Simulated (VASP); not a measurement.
# TiO2 (P4_2/mnm) in VASP: a series of runs, part 2 of 3

VASP 6.6.1.

### 3 Electric field gradients, LDA (zz strain of +2 %)

INCAR

```
ALGO = Normal
EDIFF = 1E-8
ENCUT = 520
GGA = CA
ISIF = 2
ISMEAR = -1
LASPH = T
LCHARG = F
LEFG = T
LREAL = F
LWAVE = F
NBANDS = 33
NELM = 100
PREC = Accurate
SIGMA = 0.05
```

KPOINTS

```
k-points
0
Gamma
  7 7 10
```

POSCAR

```
TiO2
1.0
    4.5940000000      0.0000000000      0.0000000000
    0.0000000000      4.5940000000      0.0000000000
    0.0000000000      0.0000000000      3.0181800000
Ti O
2 4
Direct
    0.0000000000      0.0000000000      0.0000000000
    0.5000000000      0.5000000000      0.5000000000
    0.3060000000      0.3060000000      0.0000000000
    0.1940000000      0.8060000000      0.5000000000
    0.6940000000      0.6940000000      0.0000000000
    0.8060000000      0.1940000000      0.5000000000
```

Potentials or basis: VASP PAW LDA potentials, release 64 (Ti_sv, O).

Run with:

```
$ cat potpaw_LDA.64/Ti_sv/POTCAR potpaw_LDA.64/O/POTCAR > POTCAR
$ mpirun -np 1 vasp_std > vasp.out
```

OUTCAR:

```text
EDIFF = 1E-8
   ENCUT = 520
   GGA = CA
   ISIF = 2
   ISMEAR = -1
   LASPH = T
   LREAL = F
   NELM = 100
   PREC = Accurate

 ion  position               nearest neighbor table
   1  0.000  0.000  0.000-   4 1.97   6 1.97   4 1.97   6 1.97   5 1.99   3 1.99
   2  0.500  0.500  0.500-   3 1.97   5 1.97   3 1.97   5 1.97   4 1.99   6 1.99
   3  0.306  0.306  0.000-   2 1.97   2 1.97   1 1.99
   4  0.194  0.806  0.500-   1 1.97   1 1.97   2 1.99
   5  0.694  0.694  0.000-   2 1.97   2 1.97   1 1.99
   6  0.806  0.194  0.500-   1 1.97   1 1.97   2 1.99

  LATTYP: Found a simple tetragonal cell.
 ALAT       =     4.5940000000
 C/A-ratio  =     0.6569830213

  Lattice vectors:

 A1 = (   4.5940000000,   0.0000000000,   0.0000000000)
 A2 = (   0.0000000000,   4.5940000000,   0.0000000000)
 A3 = (   0.0000000000,   0.0000000000,   3.0181800000)

Analysis of symmetry for initial positions (statically):
=====================================================================
 Subroutine PRICEL returns:
 Original cell was already a primitive cell.

 Routine SETGRP: Setting up the symmetry group for a
 simple tetragonal supercell.

 Subroutine GETGRP returns: Found 16 space group operations
 (whereof  8 operations were pure point group operations)
 out of a pool of 16 trial point group operations.

The static configuration has the point symmetry D_2h.
 The point group associated with its full space group is D_4h.

Analysis of symmetry for dynamics (positions and initial velocities):
=====================================================================
 Subroutine PRICEL returns:
 Original cell was already a primitive cell.

 Routine SETGRP: Setting up the symmetry group for a
 simple tetragonal supercell.

 Subroutine GETGRP returns: Found 16 space group operations
 (whereof  8 operations were pure point group operations)
 out of a pool of 16 trial point group operations.

The dynamic configuration has the point symmetry D_2h.
 The point group associated with its full space group is D_4h.

 Subroutine INISYM returns: Found 16 space group operations
 (whereof  8 operations are pure point group operations),
 and found     1 'primitive' translations

----------------------------------------------------------------------------------------

                                     Primitive cell

  volume of cell :      63.6982

  direct lattice vectors                    reciprocal lattice vectors
     4.594000000  0.000000000  0.000000000     0.217675229  0.000000000  0.000000000
     0.000000000  4.594000000  0.000000000     0.000000000  0.217675229  0.000000000
     0.000000000  0.000000000  3.018180000     0.000000000  0.000000000  0.331325501

  length of vectors
     4.594000000  4.594000000  3.018180000     0.217675229  0.217675229  0.331325501

  position of ions in fractional coordinates (direct lattice)
     0.000000000  0.000000000  0.000000000
     0.500000000  0.500000000  0.500000000
     0.306000000  0.306000000  0.000000000
     0.194000000  0.806000000  0.500000000
     0.694000000  0.694000000  0.000000000
     0.806000000  0.194000000  0.500000000

[... 105 lines left out ...]
   GGA     = CA    functional components
   LHFCALC =     F    Hartree Fock is set to
   AEXX    =    0.0000 exact exchange contribution
   IVDW    =     0    specifies the selected vdW correction
   LEPSILON=     F    determine dielectric tensor
   LRPA    =     F    only Hartree local field effects (RPA)
 non-spin polarized calculation
  energy-cutoff  :      520.00
  volume of cell :       63.70
 maximum number of plane-waves:      1732
 NGX is ok and might be reduce to    36
   NGX = 17   NGY = 17   NGZ = 11

 number of electron      48.0000037 magnetization

 Free energy of the ion-electron system (eV)
  ---------------------------------------------------
  ext. energy  EPLUGINS =         0.00000000
  ---------------------------------------------------
  free energy    TOTEN  =       -58.63528436 eV

  energy without entropy =      -58.63528436  energy(sigma->0) =      -58.63528436

 E-fermi :   5.2249     XC(G=0): -11.8910

 val. band max:        4.3922169963   @ k =   0.0000   0.0000   0.0000
 cond. band min:       6.1264033309   @ k =   0.0000   0.0000   0.0000
 fundamental gap:      1.7341863346
 Fermi energy:         5.2249050231

 k-point     1 :       0.0000    0.0000    0.0000
  band No.  band energies     occupation
      1     -51.9059      2.00000
      2     -51.8886      2.00000
      3     -28.5950      2.00000
      4     -28.5950      2.00000
      5     -28.4362      2.00000
      6     -28.4362      2.00000
[... 853 lines left out ...]
     32       9.5959      0.00000
     33      10.4773      0.00000

 [... further k-points ...]

------------------------ aborting loop because EDIFF is reached ----------------------------------------

  FORCE on cell =-STRESS in cart. coord.  units (eV):
  Direction    XX          YY          ZZ          XY          YZ          ZX
  --------------------------------------------------------------------------------------
  -------------------------------------------------------------------------------------
  Total       -3.5601643     -3.5601643     -7.0945285     -0.0000000      0.0000000      0.0000000
  in kB      -89.5475069    -89.5475069   -178.4460758     -0.0000000      0.0000000      0.0000000
  external PRESSURE =    -119.1803632 kB  Pullay stress =       0.0000000 kB

 VOLUME and BASIS-vectors are now :
 -----------------------------------------------------------------------------
  energy-cutoff  :      520.00
  volume of cell :       63.70
      direct lattice vectors                 reciprocal lattice vectors
     4.594000000  0.000000000  0.000000000     0.217675229  0.000000000  0.000000000
     0.000000000  4.594000000  0.000000000     0.000000000  0.217675229  0.000000000
     0.000000000  0.000000000  3.018180000     0.000000000  0.000000000  0.331325501

 POSITION                                       TOTAL-FORCE (eV/Angst)
 -----------------------------------------------------------------------------------
      0.00000      0.00000      0.00000         0.000000     -0.000000      0.000000
      2.29700      2.29700      1.50909         0.000000     -0.000000      0.000000
      1.40576      1.40576      0.00000        -0.026836     -0.026836      0.000000
      0.89124      3.70276      1.50909         0.026836     -0.026836      0.000000
      3.18824      3.18824      0.00000         0.026836      0.026836      0.000000
      3.70276      0.89124      1.50909        -0.026836      0.026836      0.000000
 -----------------------------------------------------------------------------------
    total drift:                               -0.000000      0.000000      0.000000

  FREE ENERGIE OF THE ION-ELECTRON SYSTEM (eV)
  ---------------------------------------------------
  free  energy   TOTEN  =       -58.6352843647 eV

  energy  without entropy=      -58.6352843631  energy(sigma->0) =      -58.63528436

 Electric field gradients (V/A^2)
---------------------------------------------------------------------
 ion       V_xx      V_yy      V_zz      V_xy      V_xz      V_yz
---------------------------------------------------------------------
   1      10.608    10.608   -21.216    -4.200    -0.000    -0.000
   2      10.608    10.608   -21.216     4.200    -0.000    -0.000
   3      -0.193    -0.193     0.386    18.907     0.000     0.000
   4      -0.193    -0.193     0.386   -18.907    -0.000    -0.000
   5      -0.193    -0.193     0.386    18.907    -0.000     0.000
   6      -0.193    -0.193     0.386   -18.907     0.000     0.000
---------------------------------------------------------------------

 Electric field gradients after diagonalization (V/A^2)
 (convention: |V_zz| > |V_xx| > |V_yy|)
----------------------------------------------------------------------
 ion       V_xx      V_yy      V_zz     asymmetry (V_yy - V_xx)/ V_zz
----------------------------------------------------------------------
   1      14.808     6.408   -21.216       0.396
   2      14.808     6.408   -21.216       0.396
   3      18.714     0.386   -19.100       0.960
   4      18.714     0.386   -19.100       0.960
   5      18.714     0.386   -19.100       0.960
   6      18.714     0.386   -19.100       0.960
----------------------------------------------------------------------

           NMR quadrupolar parameters

 Cq : quadrupolar parameter    Cq=e*Q*V_zz/h
 eta: asymmetry parameters     (V_yy - V_xx)/ V_zz
 Q  : nuclear electric quadrupole moment in mb (millibarn)
----------------------------------------------------------------------
 ion       Cq(MHz)       eta       Q (mb)
----------------------------------------------------------------------
   1      -0.051       0.396       1.000
   2      -0.051       0.396       1.000
   3      -0.046       0.960       1.000
   4      -0.046       0.960       1.000
   5      -0.046       0.960       1.000
   6      -0.046       0.960       1.000
----------------------------------------------------------------------
```

stdout:

```text
POSCAR found type information on POSCAR TiO
 POSCAR found :  2 types and       6 ions
 scaLAPACK will be used
 LDA part: xc-table for (Slater(with rela. corr.)+CA(PZ))
 , standard interpolation
 POSCAR, INCAR and KPOINTS ok, starting setup
 FFT: planning ... GRIDC
 FFT: planning ... GRID_SOFT
 FFT: planning ... GRID
 WAVECAR not read
 entering main loop
ion   1

ion   2

ion   3

ion   4

ion   5

ion   6
```

It took 3.6 min on 1 thread of Intel Xeon 8259CL, shared host; peak memory 0.22 GiB.

What came out:

```
Free energy                             : -58.6353 eV
Pressure                                : -11.9 GPa
Largest force                           : 0.038 eV/Å
Band gap on the k mesh                  : 1.73 eV
Largest electric field gradient by atom : Ti -21.2; O -19.1 V/Å²
```

Forces on the atoms (eV/Å):
```
Ti   0.000  0.000  0.000
Ti   0.000  0.000  0.000
O   -0.027 -0.027  0.000
O    0.027 -0.027  0.000
O    0.027  0.027  0.000
O   -0.027  0.027  0.000
```

Electric field gradients, principal values (V/Å²):
| atom | least | middle | greatest (by size) |
| --- | --- | --- | --- |
| 1 Ti | 6.408 | 14.808 | -21.216 |
| 2 Ti | 6.408 | 14.808 | -21.216 |
| 3 O | 0.386 | 18.714 | -19.100 |
| 4 O | 0.386 | 18.714 | -19.100 |
| 5 O | 0.386 | 18.714 | -19.100 |
| 6 O | 0.386 | 18.714 | -19.100 |

Caveat: the cell differs from its parent crystal (zz strain of +2 %); the cell stands under tension; without QUAD_EFG the Cq values of the log hold for a quadrupole moment of 1 mb, not for the nuclei; an odd mesh through Γ misses points on the zone boundary, where band edges can lie.

### 4 Electric field gradients, LDA (9.99 Å³/atom)

This run uses another cell than the first one, of 9.99 Å³/atom.

INCAR

```
SYSTEM = TiO2
  PREC = Accurate
  ENCUT = 520
  EDIFF = 1E-8
  ISMEAR = -1
  SIGMA = 0.05
  LREAL = .FALSE.
  LASPH = .TRUE.
  NELM = 80
  ALGO = Normal
  ISIF = 2
  LWAVE = .FALSE.
  LCHARG = .FALSE.
  LEFG = .TRUE.
  NBANDS = 33
```

KPOINTS

```
Automatic mesh
0
G
  7 7 10
  0 0 0
```

POSCAR, as its differences from that of step 3:

```diff
@@ -2,5 +2,5 @@
 1.0
-    4.5940000000      0.0000000000      0.0000000000
-    0.0000000000      4.5940000000      0.0000000000
-    0.0000000000      0.0000000000      3.0181800000
+    4.5319113078      0.0000000000      0.0000000000
+    0.0000000000      4.5319113078      0.0000000000
+    0.0000000000      0.0000000000      2.9190086112
 Ti O
```

Potentials or basis: VASP PAW LDA potentials, release 64 (Ti_sv, O).

Run with:

```
$ cat potpaw_LDA.64/Ti_sv/POTCAR potpaw_LDA.64/O/POTCAR > POTCAR
$ mpirun -np 1 vasp_std > vasp.out
```

OUTCAR:

```text
SYSTEM = TiO2
   PREC = Accurate
   ENCUT = 520
   EDIFF = 1E-8
   ISMEAR = -1
   LREAL = .FALSE.
   LASPH = .TRUE.
   NELM = 80
   ISIF = 2

 ion  position               nearest neighbor table
   1  0.000  0.000  0.000-   4 1.92   6 1.92   4 1.92   6 1.92   5 1.96   3 1.96
   2  0.500  0.500  0.500-   3 1.92   5 1.92   3 1.92   5 1.92   4 1.96   6 1.96
   3  0.306  0.306  0.000-   2 1.92   2 1.92   1 1.96
   4  0.194  0.806  0.500-   1 1.92   1 1.92   2 1.96
   5  0.694  0.694  0.000-   2 1.92   2 1.92   1 1.96
   6  0.806  0.194  0.500-   1 1.92   1 1.92   2 1.96

  LATTYP: Found a simple tetragonal cell.
 ALAT       =     4.5319113078
 C/A-ratio  =     0.6441010013

  Lattice vectors:

 A1 = (   4.5319113078,   0.0000000000,   0.0000000000)
 A2 = (   0.0000000000,   4.5319113078,   0.0000000000)
 A3 = (   0.0000000000,   0.0000000000,   2.9190086112)

Analysis of symmetry for initial positions (statically):
=====================================================================
 Subroutine PRICEL returns:
 Original cell was already a primitive cell.

[... 1080 lines left out ...]
    total drift:                               -0.000000      0.000000      0.000000

  FREE ENERGIE OF THE ION-ELECTRON SYSTEM (eV)
  ---------------------------------------------------
  free  energy   TOTEN  =       -58.7605971193 eV

  energy  without entropy=      -58.7605971190  energy(sigma->0) =      -58.76059712

 Electric field gradients (V/A^2)
---------------------------------------------------------------------
 ion       V_xx      V_yy      V_zz      V_xy      V_xz      V_yz
---------------------------------------------------------------------
   1      13.499    13.499   -26.999     8.128     0.000    -0.000
   2      13.499    13.499   -26.999    -8.128     0.000     0.000
   3       1.859     1.859    -3.718    15.756     0.000    -0.000
   4       1.859     1.859    -3.718   -15.756    -0.000     0.000
   5       1.859     1.859    -3.718    15.756    -0.000    -0.000
   6       1.859     1.859    -3.718   -15.756     0.000     0.000
---------------------------------------------------------------------

 Electric field gradients after diagonalization (V/A^2)
 (convention: |V_zz| > |V_xx| > |V_yy|)
----------------------------------------------------------------------
 ion       V_xx      V_yy      V_zz     asymmetry (V_yy - V_xx)/ V_zz
----------------------------------------------------------------------
   1      21.628     5.371   -26.999       0.602
   2      21.628     5.371   -26.999       0.602
   3     -13.897    -3.718    17.615       0.578
   4     -13.897    -3.718    17.615       0.578
   5     -13.897    -3.718    17.615       0.578
   6     -13.897    -3.718    17.615       0.578
----------------------------------------------------------------------

           NMR quadrupolar parameters

 Cq : quadrupolar parameter    Cq=e*Q*V_zz/h
 eta: asymmetry parameters     (V_yy - V_xx)/ V_zz
 Q  : nuclear electric quadrupole moment in mb (millibarn)
----------------------------------------------------------------------
 ion       Cq(MHz)       eta       Q (mb)
----------------------------------------------------------------------
   1      -0.065       0.602       1.000
   2      -0.065       0.602       1.000
   3       0.043       0.578       1.000
   4       0.043       0.578       1.000
   5       0.043       0.578       1.000
   6       0.043       0.578       1.000
----------------------------------------------------------------------
```

stdout:

```text
POSCAR found type information on POSCAR TiO
 POSCAR found :  2 types and       6 ions
 scaLAPACK will be used
 LDA part: xc-table for (Slater(with rela. corr.)+CA(PZ))
 , standard interpolation
 POSCAR, INCAR and KPOINTS ok, starting setup
 FFT: planning ... GRIDC
 FFT: planning ... GRID_SOFT
 FFT: planning ... GRID
 WAVECAR not read
 entering main loop
ion   1

ion   2

ion   3

ion   4

ion   5

ion   6
```

Run time: 3.1 min. Hardware: 1 thread of AMD EPYC 7R43 (Zen 3), shared host; peak memory 0.18 GiB.

Results:

| Quantity | Value |
| --- | --- |
| Free energy | -58.7606 eV |
| Pressure | 3.6 GPa |
| Largest force | 0.368 eV/Å |
| Band gap on the k mesh | 1.92 eV |
| Largest electric field gradient by atom | Ti -27.0; O +17.6 V/Å² |

Forces on the atoms (eV/Å):
```
Ti   0.000  0.000  0.000
Ti   0.000  0.000  0.000
O   -0.260 -0.260  0.000
O    0.260 -0.260  0.000
O    0.260  0.260  0.000
O   -0.260  0.260  0.000
```

Levels at points of the mesh, in eV from the valence-band top:
```
           k point  band 21  band 22  band 23  band 24  band 25  band 26  band 27  band 28
(0.00, 0.00, 0.00)    -0.67    -0.43    -0.43     0.00     1.92     2.27     2.51     2.59
(0.00, 0.00, 0.50)    -2.56    -2.56    -1.45    -1.45     3.08     3.08     3.30     3.30
```

Electric field gradients, principal values (V/Å²):
| atom | least | middle | greatest (by size) |
| --- | --- | --- | --- |
| 1 Ti | 5.371 | 21.628 | -26.999 |
| 2 Ti | 5.371 | 21.628 | -26.999 |
| 3 O | -3.718 | -13.897 | 17.615 |
| 4 O | -3.718 | -13.897 | 17.615 |
| 5 O | -3.718 | -13.897 | 17.615 |
| 6 O | -3.718 | -13.897 | 17.615 |

Caveat: the cell stands under pressure; without QUAD_EFG the Cq values of the log hold for a quadrupole moment of 1 mb, not for the nuclei; an odd mesh through Γ misses points on the zone boundary, where band edges can lie.

[end of part 2 of 3]
